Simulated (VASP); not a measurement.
# LiCl in VASP: further runs

Runs on LiCl. Level: PBE. Tasks: single point, relaxation of cell and atoms.

Program: VASP 6.6.1. These are calculated values, not measurements. Logs are shortened: lines on timing, memory, paths and dates and some standing lists are left out, and cuts for length are marked.

### Step 1. The cell of the first run

Symmetry: P6_3mc, No. 186, hexagonal system. Conventional cell: a = 3.965 Å, b = 3.965 Å, c = 6.994 Å, α = 90.00°, β = 90.00°, γ = 120.00°. Within 3.2 Å of Li (site symmetry 3m) lie 4 Cl at 2.42 to 2.70 Å. Within 3.2 Å of Cl (site symmetry 3m) lie 4 Li at 2.42 to 2.70 Å.

### Step 2. Single point, PBE (strained and its atoms moved)

INCAR reads:

```
SYSTEM = LiCl
  ALGO = Normal
  EDIFF = 1E-6
  ENCUT = 520
  GGA = PE
  ISIF = 2
  ISMEAR = 0
  LASPH = .TRUE.
  LCHARG = .TRUE.
  LELF = .TRUE.
  LREAL = .FALSE.
  LVHAR = .TRUE.
  LWAVE = .FALSE.
  NBANDS = 18
  NELM = 60
  PREC = Accurate
  SIGMA = 0.02
```

KPOINTS reads:

```
k-points
0
G
  9 9 4
  0 0 0
```

POSCAR reads:

```
LiCl
1.0
    3.9645235186      0.0000000000      0.0000000000
   -1.9822617594      3.4333780811      0.0000000000
    0.0000000000      0.0000000000      6.9935128161
Li Cl
2 2
Direct
    0.6666666700      0.3333333300      0.8807360877
    0.3333333300      0.6666666700      0.3807360877
    0.6666666700      0.3333333300      0.4942649123
    0.3333333300      0.6666666700      0.9942649123
```

Potentials or basis: VASP PAW PBE potentials, release 64 (Li_sv, Cl).

Started as:

```console
$ cat potpaw_PBE.64/Li_sv/POTCAR potpaw_PBE.64/Cl/POTCAR > POTCAR
$ mpirun -np 1 vasp_std > vasp.out
```

OUTCAR:

```text
SYSTEM = LiCl
   EDIFF = 1E-6
   ENCUT = 520
   GGA = PE
   ISIF = 2
   ISMEAR = 0
   LASPH = .TRUE.
   LREAL = .FALSE.
   NELM = 60
   PREC = Accurate

 ion  position               nearest neighbor table
   1  0.667  0.333  0.881-   4 2.42   4 2.42   4 2.42
   2  0.333  0.667  0.381-   3 2.42   3 2.42   3 2.42
   3  0.667  0.333  0.494-   2 2.42   2 2.42   2 2.42
   4  0.333  0.667  0.994-   1 2.42   1 2.42   1 2.42

  LATTYP: Found a hexagonal cell.
 ALAT       =     3.9645235186
 C/A-ratio  =     1.7640235411

  Lattice vectors:

 A1 = (   3.9645235186,   0.0000000000,   0.0000000000)
 A2 = (  -1.9822617594,   3.4333780811,   0.0000000000)
 A3 = (   0.0000000000,   0.0000000000,   6.9935128161)

Analysis of symmetry for initial positions (statically):
=====================================================================
 Subroutine PRICEL returns:
 Original cell was already a primitive cell.

 Routine SETGRP: Setting up the symmetry group for a
 hexagonal supercell.

 Subroutine GETGRP returns: Found 12 space group operations
 (whereof  6 operations were pure point group operations)
 out of a pool of 24 trial point group operations.

The static configuration has the point symmetry C_3v.
 The point group associated with its full space group is C_6v.

Analysis of symmetry for dynamics (positions and initial velocities):
=====================================================================
 Subroutine PRICEL returns:
 Original cell was already a primitive cell.

 Routine SETGRP: Setting up the symmetry group for a
 hexagonal supercell.

 Subroutine GETGRP returns: Found 12 space group operations
 (whereof  6 operations were pure point group operations)
 out of a pool of 24 trial point group operations.

The dynamic configuration has the point symmetry C_3v.
 The point group associated with its full space group is C_6v.

 Subroutine INISYM returns: Found 12 space group operations
 (whereof  6 operations are pure point group operations),
 and found     1 'primitive' translations

----------------------------------------------------------------------------------------

                                     Primitive cell

  volume of cell :      95.1937

  direct lattice vectors                    reciprocal lattice vectors
     3.964523519  0.000000000  0.000000000     0.252237121  0.145629170  0.000000000
    -1.982261759  3.433378081  0.000000000     0.000000000  0.291258340  0.000000000
     0.000000000  0.000000000  6.993512816     0.000000000  0.000000000  0.142989657

  length of vectors
     3.964523519  3.964523519  6.993512816     0.291258340  0.291258340  0.142989657

  position of ions in fractional coordinates (direct lattice)
     0.666666670  0.333333330  0.880736088
     0.333333330  0.666666670  0.380736088
     0.666666670  0.333333330  0.494264912
     0.333333330  0.666666670  0.994264912

  ion indices of the primitive-cell ions
   primitive index   ion index
                 1           1
                 2           2
                 3           3
                 4           4

----------------------------------------------------------------------------------------

 KPOINTS: k-points

Automatic generation of k-mesh.
 Grid dimensions read from file:
 generate k-points for:    9    9    4

 Generating k-lattice:

  Cartesian coordinates                     Fractional coordinates (reciprocal lattice)
     0.028026347  0.016181019  0.000000000     0.111111111  0.000000000  0.000000000
     0.000000000  0.032362038  0.000000000     0.000000000  0.111111111  0.000000000
     0.000000000  0.000000000  0.035747414     0.000000000  0.000000000  0.250000000

  Length of vectors
     0.032362038  0.032362038  0.035747414

  Shift w.r.t. Gamma in fractional coordinates (k-lattice)
     0.000000000  0.000000000  0.000000000

 Subroutine IBZKPT returns following result:
 ===========================================

 Found     36 irreducible k-points:

 Following reciprocal coordinates:
            Coordinates               Weight
  0.000000  0.000000  0.000000      1.000000
  0.111111  0.000000  0.000000      6.000000
  0.222222  0.000000  0.000000      6.000000
  0.333333  0.000000  0.000000      6.000000
  0.444444  0.000000  0.000000      6.000000
  0.111111  0.111111  0.000000      6.000000
[... 16 lines left out ...]
  0.333333  0.222222  0.250000     24.000000
  0.333333  0.333333  0.250000      4.000000
 [... further k-points ...]
   k-points           NKPTS =     36   k-points in BZ     NKDIM =     36   number of bands    NBANDS=     18
   number of dos      NEDOS =    301   number of ions     NIONS =      4
   total plane-waves  NPLWV =  48600
   dimension x,y,z NGX =    30 NGY =   30 NGZ =   54
   dimension x,y,z NGXF=    60 NGYF=   60 NGZF=  108
   ions per type =               2   2
   NGX,Y,Z   is equivalent  to a cutoff of  12.58, 12.58, 12.84 a.u.
   NGXF,Y,Z  is equivalent  to a cutoff of  25.16, 25.16, 25.67 a.u.
 SYSTEM =  LiCl
[... 31 lines left out ...]
  Fermi-wavevector in a.u.,A,eV,Ry     =   0.973230  1.839138 12.887121  0.947177
  Thomas-Fermi vector in A             =   2.103593
   LORBIT       =      0    0 simple, 1 ext, 2 COOP (PROOUT), +10 PAW based schemes
   GGA     = PE    functional components
   LHFCALC =     F    Hartree Fock is set to
   AEXX    =    0.0000 exact exchange contribution
   IVDW    =     0    specifies the selected vdW correction
   LEPSILON=     F    determine dielectric tensor
   LRPA    =     F    only Hartree local field effects (RPA)
 non-spin polarized calculation
 Gauss-broadening in eV      SIGMA  =   0.02
  energy-cutoff  :      520.00
  volume of cell :       95.19
 maximum number of plane-waves:      2594
 NGX is ok and might be reduce to    30
   NGX = 15   NGY = 15   NGZ = 27

 number of electron      20.0000006 magnetization

 Free energy of the ion-electron system (eV)
  ---------------------------------------------------
  ext. energy  EPLUGINS =         0.00000000
  ---------------------------------------------------
  free energy    TOTEN  =       -14.73945034 eV

  energy without entropy =      -14.73945034  energy(sigma->0) =      -14.73945034

 E-fermi :  -1.7078     XC(G=0):  -7.1220

 val. band max:       -1.9301344083   @ k =   0.0000   0.0000   0.0000
 cond. band min:       3.6019721237   @ k =   0.0000   0.0000   0.0000
 fundamental gap:      5.5321065320
 Fermi energy:        -1.7078178976

 k-point     1 :       0.0000    0.0000    0.0000
  band No.  band energies     occupation
      1     -45.1519      2.00000
      2     -45.1515      2.00000
      3     -14.3931      2.00000
      4     -14.2344      2.00000
      5      -3.4964      2.00000
      6      -2.0938      2.00000
[... 10 lines left out ...]
     17       8.7838      0.00000
     18       8.7838      0.00000

 k-point     2 :       0.1111    0.0000    0.0000
  band No.  band energies     occupation
      1     -45.1518      2.00000
      2     -45.1515      2.00000
      3     -14.3710      2.00000
      4     -14.2204      2.00000
      5      -3.4379      2.00000
      6      -2.2713      2.00000
[... 10 lines left out ...]
     17       8.7589      0.00000
     18       9.0104      0.00000

 k-point     3 :       0.2222    0.0000    0.0000
  band No.  band energies     occupation
      1     -45.1516      2.00000
      2     -45.1513      2.00000
      3     -14.3127      2.00000
      4     -14.1856      2.00000
      5      -3.2782      2.00000
      6      -2.6988      2.00000
[... 10 lines left out ...]
     17       8.8566      0.00000
     18       9.4581      0.00000

 k-point     4 :       0.3333    0.0000    0.0000
  band No.  band energies     occupation
      1     -45.1513      2.00000
      2     -45.1511      2.00000
      3     -14.2407      2.00000
      4     -14.1491      2.00000
      5      -3.2155      2.00000
      6      -2.9827      2.00000
[... 375 lines left out ...]
      4     -14.1454      2.00000
      5      -3.1873      2.00000
      6      -3.1539      2.00000
[... 10 lines left out ...]
     17       8.9070      0.00000
     18       9.9534      0.00000

 k-point    23 :       0.3333    0.2222    0.2500
  band No.  band energies     occupation
      1     -45.1510      2.00000
      2     -45.1510      2.00000
      3     -14.1551      2.00000
      4     -14.1301      2.00000
      5      -3.3315      2.00000
      6      -3.1546      2.00000
[... 10 lines left out ...]
     17       9.4200      0.00000
     18      10.0844      0.00000

 k-point    24 :       0.3333    0.3333    0.2500
  band No.  band energies     occupation
      1     -45.1509      2.00000
      2     -45.1509      2.00000
      3     -14.1328      2.00000
      4     -14.1328      2.00000
      5      -3.2660      2.00000
      6      -3.0104      2.00000
[... 10 lines left out ...]
     17       9.8856      0.00000
     18      10.2803      0.00000

 [... further k-points ...]

------------------------ aborting loop because EDIFF is reached ----------------------------------------

  FORCE on cell =-STRESS in cart. coord.  units (eV):
  Direction    XX          YY          ZZ          XY          YZ          ZX
  --------------------------------------------------------------------------------------
  -------------------------------------------------------------------------------------
  Total       -0.8270895     -0.8270895     -1.9829121      0.0000000      0.0000000      0.0000000
  in kB      -13.9205085    -13.9205085    -33.3738294      0.0000000      0.0000000      0.0000000
  external PRESSURE =     -20.4049488 kB  Pullay stress =       0.0000000 kB

 VOLUME and BASIS-vectors are now :
 -----------------------------------------------------------------------------
  energy-cutoff  :      520.00
  volume of cell :       95.19
      direct lattice vectors                 reciprocal lattice vectors
     3.964523519  0.000000000  0.000000000     0.252237121  0.145629170  0.000000000
    -1.982261759  3.433378081  0.000000000     0.000000000  0.291258340  0.000000000
     0.000000000  0.000000000  6.993512816     0.000000000  0.000000000  0.142989657

 POSITION                                       TOTAL-FORCE (eV/Angst)
 -----------------------------------------------------------------------------------
      1.98226      1.14446      6.15944        -0.000000     -0.000000     -0.054391
     -0.00000      2.28892      2.66268        -0.000000      0.000000     -0.054391
      1.98226      1.14446      3.45665         0.000000     -0.000000      0.054391
     -0.00000      2.28892      6.95340        -0.000000     -0.000000      0.054391
 -----------------------------------------------------------------------------------
    total drift:                                0.000005     -0.000002     -0.000514

  FREE ENERGIE OF THE ION-ELECTRON SYSTEM (eV)
  ---------------------------------------------------
  free  energy   TOTEN  =       -14.7394503439 eV

  energy  without entropy=      -14.7394503439  energy(sigma->0) =      -14.73945034
```

Wall time 46 s (1 thread of Intel Xeon Platinum 8488C (Sapphire Rapids), shared host); peak memory 0.22 GiB.

Results:

```yaml
Free_energy: -14.7395 eV
Largest_force: 0.054 eV/Å
Band_gap_on_the_k_mesh: 5.53 eV, direct
```

Forces in eV/Å, atoms in the order of the input:
```
Li   0.000  0.000 -0.054
Li   0.000  0.000 -0.054
Cl   0.000  0.000  0.054
Cl   0.000  0.000  0.054
```

Levels at points of the mesh, in eV from the valence-band top:
```
           k point  band 8  band 9  band 10  band 11  band 12  band 13
(0.00, 0.00, 0.00)   -0.06    0.00     0.00     5.53     7.95     9.57
(0.00, 0.00, 0.50)   -0.08   -0.08    -0.08     6.80     6.80     9.45
```

Caveat: the cell differs from its parent crystal (strained and its atoms moved); the cutoff is under 1.25 times the usual one of these potentials, so pressure, stress and relaxed cells hold a basis-set (Pulay) error.

### Step 3. Single point, PBE (one atom moved)

INCAR reads:

```
SYSTEM = LiCl
PREC = Accurate ; ENCUT = 520
EDIFF = 1E-6 ; ISMEAR = 0
SIGMA = 0.02 ; LREAL = .False.
LASPH = .True. ; NELM = 80
ALGO = Normal ; ISIF = 2
LWAVE = .False. ; LCHARG = .False.
GGA = PE ; NBANDS = 18
```

KPOINTS reads:

```
Automatic mesh
0
Gamma
  9 9 4
  0 0 0
```

POSCAR reads:

```
LiCl
1.0
    3.9248822083      0.0000000000      0.0000000000
   -1.9624411042      3.3990476993      0.0000000000
    0.0000000000      0.0000000000      6.3571610000
Li Cl
2 2
Direct
    0.6666666700      0.3333333300      0.8760170000
    0.3333333300      0.6666666700      0.3760170000
    0.6666666700      0.3333333300      0.4989840000
    0.3333333300      0.6666666700      1.0343771574
```

Potentials or basis: VASP PAW PBE potentials, release 64 (Li_sv, Cl).

Started as:

```console
$ cat potpaw_PBE.64/Li_sv/POTCAR potpaw_PBE.64/Cl/POTCAR > POTCAR
$ mpirun -np 1 vasp_std > vasp.out
```

Run time: 44 s. Hardware: 1 thread of Intel Xeon Platinum 8488C (Sapphire Rapids), shared host; peak memory 0.21 GiB.

It converged, with:

* Free energy: -14.7672 eV
* Largest force: 1.023 eV/Å
* Band gap on the k mesh: 5.83 eV, direct

Forces on the atoms (eV/Å):
```
Li   0.000  0.000  0.198
Li   0.000  0.000  0.540
Cl   0.000  0.000  0.285
Cl   0.000  0.000 -1.023
```

Levels at points of the mesh, in eV from the valence-band top:
```csv
k point,band 6,band 7,band 8,band 9,band 10,band 11,band 12,band 13,band 14,band 15
"(0.00, 0.00, 0.00)",-0.34,-0.34,-0.15,0.00,0.00,5.83,8.09,9.97,10.01,10.01
"(0.00, 0.00, 0.50)",-1.04,-0.24,-0.24,-0.10,-0.10,6.93,7.19,9.72,10.15,10.15
```

Caveat: the cell differs from its parent crystal (one atom moved); the cutoff is under 1.25 times the usual one of these potentials, so pressure, stress and relaxed cells hold a basis-set (Pulay) error; forces of over 1 eV/Å act on the atoms, so gaps and moduli don't describe the material at rest.

### Step 4. Single point, PBE

This run uses another cell than the first one, of 20.98 Å³/atom, 0.882 times its volume.

INCAR: that of step 3 with these lines changed.

```diff
@@ -4,3 +4,3 @@
 SIGMA = 0.02 ; LREAL = .False.
-LASPH = .True. ; NELM = 80
+LASPH = .True. ; NELM = 100
 ALGO = Normal ; ISIF = 2
```

KPOINTS reads:

```
regular mesh
0
Gamma
  9 9 4
  0 0 0
```

POSCAR reads:

```
LiCl
1.0
    3.9253802425      0.0000000000      0.0000000000
   -1.9626901213      3.3994790095      0.0000000000
    0.0000000000      0.0000000000      6.2893910683
Li Cl
2 2
Direct
    0.6666666667      0.3333333333      0.8777889032
    0.3333333333      0.6666666667      0.3777889032
    0.6666666667      0.3333333333      0.4972120968
    0.3333333333      0.6666666667      0.9972120968
```

Started as:

```console
$ cat potpaw_PBE.64/Li_sv/POTCAR potpaw_PBE.64/Cl/POTCAR > POTCAR
$ mpirun -np 1 vasp_std > vasp.out
```

Run time: 32 s. Hardware: 1 thread of Intel Xeon Platinum 8488C (Sapphire Rapids), shared host; peak memory 0.2 GiB.

It converged, with:

* Free energy: -14.8725 eV
* Band gap on the k mesh: 5.94 eV, direct

Levels at points of the mesh, in eV from the valence-band top:
```
           k point  band 7  band 8  band 9  band 10  band 11  band 12  band 13  band 14
(0.00, 0.00, 0.00)   -0.39   -0.07   -0.07     0.00     5.94     8.18     9.95     9.95
(0.00, 0.00, 0.50)   -0.23   -0.23   -0.23    -0.23     7.25     7.25    10.16    10.16
```

Caveat: the cutoff is under 1.25 times the usual one of these potentials, so pressure, stress and relaxed cells hold a basis-set (Pulay) error.

### Step 5. Relaxation of cell and atoms, PBE

This run uses another cell than the first one, of 21.20 Å³/atom, 0.891 times its volume.

INCAR reads:

```
SYSTEM = LiCl
PREC = Accurate
ENCUT = 600
EDIFF = 1E-6
ISMEAR = 0
SIGMA = 0.02
LREAL = .FALSE.
LASPH = .TRUE.
NELM = 100
ALGO = Normal
ISIF = 3
LWAVE = .FALSE.
LCHARG = .FALSE.
GGA = PE
IBRION = 2
NSW = 100
EDIFFG = -0.005
```

KPOINTS reads:

```
regular mesh
0
G
  9 9 4
  0 0 0
```

POSCAR reads:

```
LiCl
1.0
    3.9248822083      0.0000000000      0.0000000000
   -1.9624411042      3.3990476993      0.0000000000
    0.0000000000      0.0000000000      6.3571610000
Li Cl
2 2
Direct
    0.6666666700      0.3333333300      0.8760170000
    0.3333333300      0.6666666700      0.3760170000
    0.6666666700      0.3333333300      0.4989840000
    0.3333333300      0.6666666700      0.9989840000
```

Started as:

```console
$ cat potpaw_PBE.64/Li_sv/POTCAR potpaw_PBE.64/Cl/POTCAR > POTCAR
$ mpirun -np 1 vasp_std > vasp.out
```

Wall time 1.8 min (1 thread of Intel Xeon Platinum 8488C (Sapphire Rapids), shared host); peak memory 0.24 GiB.

Results (log left out):

* Free energy: -14.8729 eV
* Relaxed volume: 20.93 Å³/atom
* Relaxed cell: a = 3.923 Å, b = 3.923 Å, c = 6.282 Å, α = 90.00°, β = 90.00°, γ = 120.00°
* Space group after relaxing (to 0.05 Å): P6_3mc (No. 186)
* Energy gained by relaxing: 0.4 meV/atom
* Ionic steps: 7
* Pressure after relaxing: 0.0 GPa
* Band gap on the k mesh: 5.95 eV, direct

Step by step:
```
step  energy change (eV)  largest force (eV/Å)  pressure (GPa)  volume (Å³)
   1              0.0000                0.0163           -0.30        84.81
   2             -0.0008                0.0156           -0.17        84.32
   3             -0.0012                0.0149           -0.01        83.76
   4             -0.0013                0.0148            0.02        83.64
   5             -0.0014                0.0132            0.02        83.64
   6             -0.0016                0.0091            0.01        83.67
   7             -0.0018                0.0008           -0.01        83.72
```

Final structure:
```cif
data_structure
_symmetry_space_group_name_H-M 'P 1'
_symmetry_Int_Tables_number 1
_cell_length_a 3.9228
_cell_length_b 3.9228
_cell_length_c 6.2820
_cell_angle_alpha 90.000
_cell_angle_beta 90.000
_cell_angle_gamma 120.000
_cell_volume 83.72
loop_
_atom_site_label
_atom_site_type_symbol
_atom_site_fract_x
_atom_site_fract_y
_atom_site_fract_z
_atom_site_occupancy
Li1 Li 0.66667 0.33333 0.87786 1
Li2 Li 0.33333 0.66667 0.37786 1
Cl1 Cl 0.66667 0.33333 0.49714 1
Cl2 Cl 0.33333 0.66667 0.99714 1
```

Levels at points of the mesh, in eV from the valence-band top:
```
           k point  band 6  band 7  band 8  band 9  band 10  band 11  band 12  band 13  band 14
(0.00, 0.00, 0.00)   -0.39   -0.39   -0.07   -0.07     0.00     5.95     8.18     9.95     9.95
(0.00, 0.00, 0.50)   -1.13   -0.24   -0.24   -0.24    -0.24     7.25     7.25    10.19    10.22
```

Caveat: the cutoff is under 1.25 times the usual one of these potentials, so pressure, stress and relaxed cells hold a basis-set (Pulay) error. A k mesh can miss the band edges.

### Step 6. Summary

```csv
task,cell,cutoff (eV),gap on the mesh (eV),largest force (eV/Å)
single point,"a = 3.965, b = 3.965, c = 6.994 Å, angles 90.0, 90.0, 120.0°, 4 atoms",520,5.53,0.05
single point,"a = 3.925, b = 3.925, c = 6.357 Å, angles 90.0, 90.0, 120.0°, 4 atoms",520,5.83,1.02
single point,"a = 3.925, b = 3.925, c = 6.289 Å, angles 90.0, 90.0, 120.0°, 4 atoms",520,5.94,-
relaxation of cell and atoms,"relaxed from a = 3.925, b = 3.925, c = 6.357 Å, angles 90.0, 90.0, 120.0°, 4 atoms",600,5.95,-
```

Alike in all rows: level PBE; potentials or basis VASP PAW PBE potentials, release 64 (Li_sv, Cl); no spin polarisation; k mesh 9 × 9 × 4; smearing gaussian 0.02 eV.

Caveats: the cutoff is under 1.25 times the usual one of these potentials, so pressure, stress and relaxed cells hold a basis-set (Pulay) error; forces of over 1 eV/Å act on the atoms, so gaps and moduli don't describe the material at rest (some runs).

Absolute energies hang on the potentials; compare differences alone.
